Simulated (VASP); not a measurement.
# Rh (P6_3/mmc) in VASP: further runs

The runs below take Rh through single point, with revPBE.

Program: VASP 6.6.1. These are calculated values, not measurements. Logs are shortened: lines on timing, memory, paths and dates and some standing lists are left out, and cuts for length are marked.

### 1 The cell of the first run

It takes space group P6_3/mmc (No. 194, hexagonal). Conventional cell: a = 2.725 Å, b = 2.725 Å, c = 8.885 Å, α = 90.00°, β = 90.00°, γ = 120.00°. Rh (site symmetry -3m) has 12 Rh at 2.72 Å within 3.6 Å. Within 3.6 Å of Rh (site symmetry -6m2) lie 12 Rh at 2.72 Å.

This isn't the form of Rh at room conditions, which is fcc.

### 2 Single point, revPBE

INCAR

```
SYSTEM = Rh
ALGO = Normal ; EDIFF = 1E-7
ENCUT = 520 ; GGA = RE
ISIF = 2 ; ISMEAR = -1
LASPH = .True. ; LCHARG = .False.
LREAL = .False. ; LWAVE = .False.
NBANDS = 38 ; NELM = 60
PREC = Accurate ; SIGMA = 0.1
```

KPOINTS

```
k-points
0
Gamma
  13 13 4
  0 0 0
```

POSCAR

```
Rh
1.0
    2.7245277080      0.0000000000      0.0000000000
   -1.3622638540      2.3595102085      0.0000000000
    0.0000000000      0.0000000000      8.8849475937
Rh
4
Direct
    0.0000000000      0.0000000000      0.0000000000
    1.0000000000      0.0000000000      0.5000000000
    0.3333333333      0.6666666667      0.2500000000
    0.6666666667      0.3333333333      0.7500000000
```

Potentials or basis: VASP PAW PBE potentials, release 64 (Rh_pv).

The run is started by

```console
$ cat potpaw_PBE.64/Rh_pv/POTCAR > POTCAR
$ mpirun -np 1 vasp_std > vasp.out
```

OUTCAR:

```text
SYSTEM = Rh
   EDIFF = 1E-7
   ENCUT = 520
   GGA = RE
   ISIF = 2
   ISMEAR = -1
   LASPH = .True.
   LREAL = .False.
   NELM = 60
   PREC = Accurate

 ion  position               nearest neighbor table
   1  0.000  0.000  0.000-   3 2.72   4 2.72   4 2.72   3 2.72   4 2.72   3 2.72
   2  0.000  0.000  0.500-   3 2.72   4 2.72   4 2.72   3 2.72   4 2.72   3 2.72
   3  0.333  0.667  0.250-   1 2.72   2 2.72   1 2.72   2 2.72   1 2.72   2 2.72
   4  0.667  0.333  0.750-   1 2.72   2 2.72   1 2.72   2 2.72   1 2.72   2 2.72

  LATTYP: Found a hexagonal cell.
 ALAT       =     2.7245277080
 C/A-ratio  =     3.2610964343

  Lattice vectors:

 A1 = (   2.7245277080,   0.0000000000,   0.0000000000)
 A2 = (  -1.3622638540,   2.3595102085,   0.0000000000)
 A3 = (   0.0000000000,   0.0000000000,   8.8849475937)

Analysis of symmetry for initial positions (statically):
=====================================================================
 Subroutine PRICEL returns:
 Original cell was already a primitive cell.

 Routine SETGRP: Setting up the symmetry group for a
 hexagonal supercell.

 Subroutine GETGRP returns: Found 24 space group operations
 (whereof 12 operations were pure point group operations)
 out of a pool of 24 trial point group operations.

The static configuration has the point symmetry D_3d.
 The point group associated with its full space group is D_6h.

Analysis of symmetry for dynamics (positions and initial velocities):
=====================================================================
 Subroutine PRICEL returns:
 Original cell was already a primitive cell.

 Routine SETGRP: Setting up the symmetry group for a
 hexagonal supercell.

 Subroutine GETGRP returns: Found 24 space group operations
 (whereof 12 operations were pure point group operations)
 out of a pool of 24 trial point group operations.

The dynamic configuration has the point symmetry D_3d.
 The point group associated with its full space group is D_6h.

 Subroutine INISYM returns: Found 24 space group operations
 (whereof 12 operations are pure point group operations),
 and found     1 'primitive' translations

----------------------------------------------------------------------------------------

                                     Primitive cell

  volume of cell :      57.1173

  direct lattice vectors                    reciprocal lattice vectors
     2.724527708  0.000000000  0.000000000     0.367036091  0.211908386  0.000000000
    -1.362263854  2.359510209  0.000000000     0.000000000  0.423816772  0.000000000
     0.000000000  0.000000000  8.884947594     0.000000000  0.000000000  0.112549904

  length of vectors
     2.724527708  2.724527708  8.884947594     0.423816772  0.423816772  0.112549904

  position of ions in fractional coordinates (direct lattice)
     0.000000000  0.000000000  0.000000000
     0.000000000  0.000000000  0.500000000
     0.333333333  0.666666667  0.250000000
     0.666666667  0.333333333  0.750000000

  ion indices of the primitive-cell ions
   primitive index   ion index
                 1           1
                 2           2
                 3           3
                 4           4

----------------------------------------------------------------------------------------

 KPOINTS: k-points

Automatic generation of k-mesh.
 Grid dimensions read from file:
 generate k-points for:   13   13    4

 Generating k-lattice:

  Cartesian coordinates                     Fractional coordinates (reciprocal lattice)
     0.028233545  0.016300645  0.000000000     0.076923077  0.000000000  0.000000000
     0.000000000  0.032601290  0.000000000     0.000000000  0.076923077  0.000000000
     0.000000000  0.000000000  0.028137476     0.000000000  0.000000000  0.250000000

  Length of vectors
     0.032601290  0.032601290  0.028137476

  Shift w.r.t. Gamma in fractional coordinates (k-lattice)
     0.000000000  0.000000000  0.000000000

 Subroutine IBZKPT returns following result:
 ===========================================

 Found     63 irreducible k-points:

 Following reciprocal coordinates:
            Coordinates               Weight
  0.000000  0.000000  0.000000      1.000000
  0.076923 -0.000000  0.000000      6.000000
  0.153846 -0.000000  0.000000      6.000000
  0.230769 -0.000000  0.000000      6.000000
  0.307692 -0.000000  0.000000      6.000000
  0.384615  0.000000  0.000000      6.000000
[... 16 lines left out ...]
  0.076923 -0.000000  0.250000     12.000000
  0.153846 -0.000000  0.250000     12.000000
 [... further k-points ...]
   k-points           NKPTS =     63   k-points in BZ     NKDIM =     63   number of bands    NBANDS=     38
   number of dos      NEDOS =    301   number of ions     NIONS =      4
   total plane-waves  NPLWV =  28000
   dimension x,y,z NGX =    20 NGY =   20 NGZ =   70
   dimension x,y,z NGXF=    40 NGYF=   40 NGZF=  140
   ions per type =               4
   NGX,Y,Z   is equivalent  to a cutoff of  12.20, 12.20, 13.10 a.u.
   NGXF,Y,Z  is equivalent  to a cutoff of  24.41, 24.41, 26.20 a.u.
 SYSTEM =  Rh
   PREC   = accura    normal or accurate (medium, high low for compatibility)
   ISTART =      0    job   : 0-new  1-cont  2-samecut
   ICHARG =      2    charge: 1-file 2-atom 10-const
   ISPIN  =      1    spin polarized calculation?
   LNONCOLLINEAR =      F non collinear calculations
   LSORBIT =      F    spin-orbit coupling
   LASPH  =      T    aspherical Exc in radial PAW
   ENCUT  =  520.0 eV  38.22 Ry    6.18 a.u.   5.07  5.07 16.52*2*pi/ulx,y,z
   NELM   =     60;   NELMIN=  2; NELMDL= -5     # of ELM steps
   EDIFF  = 0.1E-06   stopping-criterion for ELM
   LREAL  =      F    real-space projection
   EDIFFG = 0.1E-05   stopping-criterion for IOM
   NSW    =      0    number of steps for IOM
   IBRION =     -1    ionic relax: 0-MD 1-quasi-New 2-CG
   NFREE  =      0    steps in history (QN), initial steepest desc. (CG)
   ISIF   =      2    stress and relaxation
   ISYM   =      2    0-nonsym 1-usesym 2-fastsym
   POTIM  = 0.5000    time-step for ionic-motion
   TEBEG  =    0.0;   TEEND  =   0.0 temperature during run
   PSTRESS=    0.0 pullay stress
   NELECT =      60.0000    total number of electrons
   NUPDOWN=      -1.0000    fix difference up-down
   EMIN   =  10.00;   EMAX   =-10.00  energy-range for DOS
   EFERMI =   0.00;   METHOD = LEGACY
   ISMEAR =    -1;   SIGMA  =   0.10  broadening in eV -4-tet -1-fermi 0-gaus
   EFERMI_NEDOS =   21; number of points for ismear=-14 and -15
   IALGO  =     38    algorithm
   IMIX   =      4    mixing-type and parameters
     AMIX     =   0.40;   BMIX     =  1.00
     AMIX_MAG =   1.60;   BMIX_MAG =  1.00
  volume/ion in A,a.u.               =      14.28        96.36
  Fermi-wavevector in a.u.,A,eV,Ry     =   1.664189  3.144861 37.681666  2.769524
  Thomas-Fermi vector in A             =   2.750776
   LORBIT       =      0    0 simple, 1 ext, 2 COOP (PROOUT), +10 PAW based schemes
   GGA     = RE    functional components
   LHFCALC =     F    Hartree Fock is set to
   AEXX    =    0.0000 exact exchange contribution
   IVDW    =     0    specifies the selected vdW correction
   LEPSILON=     F    determine dielectric tensor
   LRPA    =     F    only Hartree local field effects (RPA)
 non-spin polarized calculation
  energy-cutoff  :      520.00
  volume of cell :       57.12
 maximum number of plane-waves:      1556
   NGX = 11   NGY = 11   NGZ = 33

 number of electron      59.9999994 magnetization

 Free energy of the ion-electron system (eV)
  ---------------------------------------------------
  ext. energy  EPLUGINS =         0.00000000
  ---------------------------------------------------
  free energy    TOTEN  =       -27.03207969 eV

  energy without entropy =      -26.82463638  energy(sigma->0) =      -26.92835803

 E-fermi :  11.3045     XC(G=0): -13.7156

 val. band max:       11.2925601809   @ k =   0.3846   0.0000   0.0000
 cond. band min:      11.3101200945   @ k =   0.3846   0.0000   0.2500
 fundamental gap:      0.0175599137
 Fermi energy:        11.3044575412

 k-point     1 :       0.0000    0.0000    0.0000
  band No.  band energies     occupation
      1     -35.6646      2.00000
      2     -35.3491      2.00000
      3     -35.3476      2.00000
      4     -35.1120      2.00000
      5     -35.1120      2.00000
      6     -35.0761      2.00000
[... 30 lines left out ...]
     37      19.5641      0.00000
     38      25.6191      0.00000

 k-point     2 :       0.0769   -0.0000    0.0000
  band No.  band energies     occupation
      1     -35.6527      2.00000
      2     -35.3522      2.00000
      3     -35.3513      2.00000
      4     -35.1397      2.00000
      5     -35.1209      2.00000
      6     -35.0972      2.00000
[... 30 lines left out ...]
     37      19.5365      0.00000
     38      25.8221      0.00000

 k-point     3 :       0.1538   -0.0000    0.0000
  band No.  band energies     occupation
      1     -35.6185      2.00000
      2     -35.3706      2.00000
      3     -35.3676      2.00000
      4     -35.2140      2.00000
      5     -35.1542      2.00000
      6     -35.1451      2.00000
[... 30 lines left out ...]
     37      19.4748      0.00000
     38      26.2452      0.00000

 k-point     4 :       0.2308   -0.0000    0.0000
  band No.  band energies     occupation
      1     -35.5677      2.00000
      2     -35.4266      2.00000
      3     -35.4111      2.00000
      4     -35.3144      2.00000
      5     -35.2537      2.00000
      6     -35.1799      2.00000
[... 30 lines left out ...]
     37      19.4414      0.00000
     38      25.1951      0.00000
[... 703 lines left out ...]
      4     -35.1087      2.00000
      5     -35.1087      2.00000
      6     -35.0859      2.00000
[... 30 lines left out ...]
     37      20.3211      0.00000
     38      24.1773      0.00000

 k-point    23 :       0.0769   -0.0000    0.2500
  band No.  band energies     occupation
      1     -35.6301      2.00000
      2     -35.4679      2.00000
      3     -35.2344      2.00000
      4     -35.1358      2.00000
      5     -35.1175      2.00000
      6     -35.1096      2.00000
[... 30 lines left out ...]
     37      20.3322      0.00000
     38      24.2684      0.00000

 k-point    24 :       0.1538   -0.0000    0.2500
  band No.  band energies     occupation
      1     -35.5995      2.00000
      2     -35.4645      2.00000
      3     -35.2762      2.00000
      4     -35.2069      2.00000
      5     -35.1754      2.00000
      6     -35.1412      2.00000
[... 30 lines left out ...]
     37      20.3986      0.00000
     38      24.5162      0.00000

 [... further k-points ...]
[... 5 lines left out ...]
  --------------------------------------------------------------------------------------
  -------------------------------------------------------------------------------------
  Total        0.0572846      0.0572846      0.0504701      0.0000000     -0.0000000      0.0000000
  in kB        1.6068687      1.6068687      1.4157172      0.0000000     -0.0000000      0.0000000
  external PRESSURE =       1.5431516 kB  Pullay stress =       0.0000000 kB

 VOLUME and BASIS-vectors are now :
 -----------------------------------------------------------------------------
  energy-cutoff  :      520.00
  volume of cell :       57.12
      direct lattice vectors                 reciprocal lattice vectors
     2.724527708  0.000000000  0.000000000     0.367036091  0.211908386  0.000000000
    -1.362263854  2.359510209  0.000000000     0.000000000  0.423816772  0.000000000
     0.000000000  0.000000000  8.884947594     0.000000000  0.000000000  0.112549904

 POSITION                                       TOTAL-FORCE (eV/Angst)
 -----------------------------------------------------------------------------------
      0.00000      0.00000      0.00000        -0.000000      0.000000      0.000000
      0.00000      0.00000      4.44247        -0.000000      0.000000      0.000000
     -0.00000      1.57301      2.22124        -0.000000      0.000000     -0.000000
      1.36226      0.78650      6.66371         0.000000      0.000000      0.000000
 -----------------------------------------------------------------------------------
    total drift:                                0.000000     -0.000000      0.000000

  FREE ENERGIE OF THE ION-ELECTRON SYSTEM (eV)
  ---------------------------------------------------
  free  energy   TOTEN  =       -27.0320796879 eV

  energy  without entropy=      -26.8246363773  energy(sigma->0) =      -26.92835803
```

Run time: 3.6 min. Hardware: 1 thread of Intel Xeon 8259CL, shared host; peak memory 0.23 GiB.

What came out:

| Item | Value |
| --- | --- |
| Free energy | -27.0321 eV |
| Pressure | 0.2 GPa |
| Band gap on the k mesh | zero (bands 30 and 31 overlap by 1.71 eV) |

Caveat: the PAW data sets were made with another functional, which shifts forces and pressure a little.

### 3 Single point, revPBE (12.57 Å³/atom)

This run uses another cell than the first one, of 12.57 Å³/atom.

INCAR

```
SYSTEM = Rh
  PREC = Accurate
  ENCUT = 520
  EDIFF = 1E-6
  ISMEAR = -1
  SIGMA = 0.1
  LREAL = .False.
  LASPH = .True.
  NELM = 80
  ALGO = Normal
  ISIF = 2
  LWAVE = .False.
  LCHARG = .False.
  GGA = RE
  NBANDS = 38
```

KPOINTS

```
Automatic mesh
0
Gamma
  15 15 4
  0 0 0
```

POSCAR

```
Rh
1.0
    2.6108712323      0.0000000000      0.0000000000
   -1.3054356161      2.2610808132      0.0000000000
    0.0000000000      0.0000000000      8.5143028659
Rh
4
Direct
    0.0000000000      0.0000000000      0.0000000000
    1.0000000000      0.0000000000      0.5000000000
    0.3333333333      0.6666666667      0.2500000000
    0.6666666667      0.3333333333      0.7500000000
```

Potentials or basis: VASP PAW PBE potentials, release 64 (Rh_pv).

The run is started by

```console
$ cat potpaw_PBE.64/Rh_pv/POTCAR > POTCAR
$ mpirun -np 1 vasp_std > vasp.out
```

OUTCAR:

```text
SYSTEM = Rh
   PREC = Accurate
   ENCUT = 520
   EDIFF = 1E-6
   ISMEAR = -1
   LREAL = .False.
   LASPH = .True.
   NELM = 80
   ISIF = 2
   GGA = RE

 ion  position               nearest neighbor table
   1  0.000  0.000  0.000-   3 2.61   4 2.61   3 2.61   4 2.61   4 2.61   3 2.61
   2  0.000  0.000  0.500-   3 2.61   4 2.61   3 2.61   4 2.61   4 2.61   3 2.61
   3  0.333  0.667  0.250-   1 2.61   2 2.61   1 2.61   2 2.61   1 2.61   2 2.61
   4  0.667  0.333  0.750-   1 2.61   2 2.61   1 2.61   2 2.61   1 2.61   2 2.61

  LATTYP: Found a hexagonal cell.
 ALAT       =     2.6108712323
 C/A-ratio  =     3.2610964342

  Lattice vectors:

 A1 = (   2.6108712323,   0.0000000000,   0.0000000000)
 A2 = (  -1.3054356161,   2.2610808132,   0.0000000000)
 A3 = (   0.0000000000,   0.0000000000,   8.5143028659)

Analysis of symmetry for initial positions (statically):
=====================================================================
 Subroutine PRICEL returns:
 Original cell was already a primitive cell.

 Routine SETGRP: Setting up the symmetry group for a
 hexagonal supercell.

 Subroutine GETGRP returns: Found 24 space group operations
 (whereof 12 operations were pure point group operations)
[... 166 lines left out ...]
  free energy    TOTEN  =       -26.21518184 eV

  energy without entropy =      -26.05546558  energy(sigma->0) =      -26.13532371

 E-fermi :  13.7139     XC(G=0): -14.5549

 val. band max:       13.7138923778   @ k =   0.2667   0.1333   0.0000
 cond. band min:      13.7164138204   @ k =   0.3333   0.3333   0.2500
 fundamental gap:      0.0025214426
 Fermi energy:        13.7139159878

 k-point     1 :       0.0000    0.0000    0.0000
  band No.  band energies     occupation
      1     -33.8354      2.00000
      2     -33.3490      2.00000
      3     -33.3458      2.00000
      4     -32.9776      2.00000
      5     -32.9776      2.00000
      6     -32.9200      2.00000
[... 973 lines left out ...]
     37      23.9466      0.00000
     38      24.0051      0.00000

 [... further k-points ...]
[... 5 lines left out ...]
  --------------------------------------------------------------------------------------
  -------------------------------------------------------------------------------------
  Total       13.4083724     13.4083724     13.5858266      0.0000000      0.0000000      0.0000000
  in kB      427.4014713    427.4014713    433.0579524      0.0000000      0.0000000      0.0000000
  external PRESSURE =     429.2869650 kB  Pullay stress =       0.0000000 kB

 VOLUME and BASIS-vectors are now :
 -----------------------------------------------------------------------------
  energy-cutoff  :      520.00
  volume of cell :       50.26
      direct lattice vectors                 reciprocal lattice vectors
     2.610871232  0.000000000  0.000000000     0.383013910  0.221133184  0.000000000
    -1.305435616  2.261080813  0.000000000     0.000000000  0.442266368  0.000000000
     0.000000000  0.000000000  8.514302866     0.000000000  0.000000000  0.117449428

 POSITION                                       TOTAL-FORCE (eV/Angst)
 -----------------------------------------------------------------------------------
      0.00000      0.00000      0.00000         0.000000      0.000000     -0.000000
      0.00000      0.00000      4.25715         0.000000      0.000000     -0.000000
     -0.00000      1.50739      2.12858        -0.000000      0.000000      0.000000
      1.30544      0.75369      6.38573         0.000000     -0.000000     -0.000000
 -----------------------------------------------------------------------------------
    total drift:                                0.000000     -0.000000      0.000000

  FREE ENERGIE OF THE ION-ELECTRON SYSTEM (eV)
  ---------------------------------------------------
  free  energy   TOTEN  =       -26.2151818415 eV

  energy  without entropy=      -26.0554655846  energy(sigma->0) =      -26.13532371
```

OSZICAR:

```text
N       E                     dE             d eps       ncg     rms          rms(c)
DAV:   1     0.784197577265E+03    0.78420E+03   -0.36609E+04  6244   0.186E+03
DAV:   2    -0.221693737330E+01   -0.78641E+03   -0.76433E+03  6438   0.583E+02
DAV:   3    -0.277131298318E+02   -0.25496E+02   -0.24972E+02  6804   0.115E+02
DAV:   4    -0.279451016978E+02   -0.23197E+00   -0.23188E+00  6840   0.112E+01
DAV:   5    -0.279492014519E+02   -0.40998E-02   -0.40997E-02  6840   0.149E+00    0.255E+01
DAV:   6    -0.263221400214E+02    0.16271E+01   -0.43469E+00  6744   0.165E+01    0.103E+01
DAV:   7    -0.262426987139E+02    0.79441E-01   -0.34936E-01  6810   0.522E+00    0.348E+00
DAV:   8    -0.262977589426E+02   -0.55060E-01   -0.57309E-01  6606   0.894E+00    0.299E+00
DAV:   9    -0.262152710909E+02    0.82488E-01   -0.27519E-01  6570   0.529E+00    0.628E-01
DAV:  10    -0.262152382093E+02    0.32882E-04   -0.51644E-03  6630   0.543E-01    0.928E-02
DAV:  11    -0.262151915835E+02    0.46626E-04   -0.14212E-04  6888   0.111E-01    0.520E-02
DAV:  12    -0.262151822539E+02    0.93297E-05   -0.18153E-05  6702   0.461E-02    0.848E-03
DAV:  13    -0.262151818415E+02    0.41234E-06   -0.77654E-07  3958   0.844E-03
   1 F= -.26215182E+02 E0= -.26135324E+02  d E =-.159716E+00
```

stdout:

```text
POSCAR found type information on POSCAR Rh
 POSCAR found :  1 types and       4 ions
 scaLAPACK will be used
 -----------------------------------------------------------------------------
|                                                                             |
|                                                                             |
|     You enforced a specific xc type in the INCAR file but a different       |
|     I HOPE YOU KNOW WHAT YOU ARE DOING!                                     |
|                                                                             |
 -----------------------------------------------------------------------------

 LDA part: xc-table for (Slater+PW92), standard interpolation
 POSCAR, INCAR and KPOINTS ok, starting setup
 FFT: planning ... GRIDC
 FFT: planning ... GRID_SOFT
 FFT: planning ... GRID
 WAVECAR not read
 entering main loop
```

Wall time 3.5 min (1 thread of Intel Xeon 8259CL, shared host); peak memory 0.24 GiB.

What came out:

* Free energy: -26.2152 eV
* Pressure: 42.9 GPa
* Band gap on the k mesh: zero (bands 30 and 31 overlap by 2.11 eV)

Stress tensor (GPa, compression positive):
```
42.74  0.00  0.00
 0.00 42.74  0.00
 0.00  0.00 43.31
```

Caveat: the cell stands under pressure; the PAW data sets were made with another functional, which shifts forces and pressure a little.

(Part 1 of 2 ends here.)
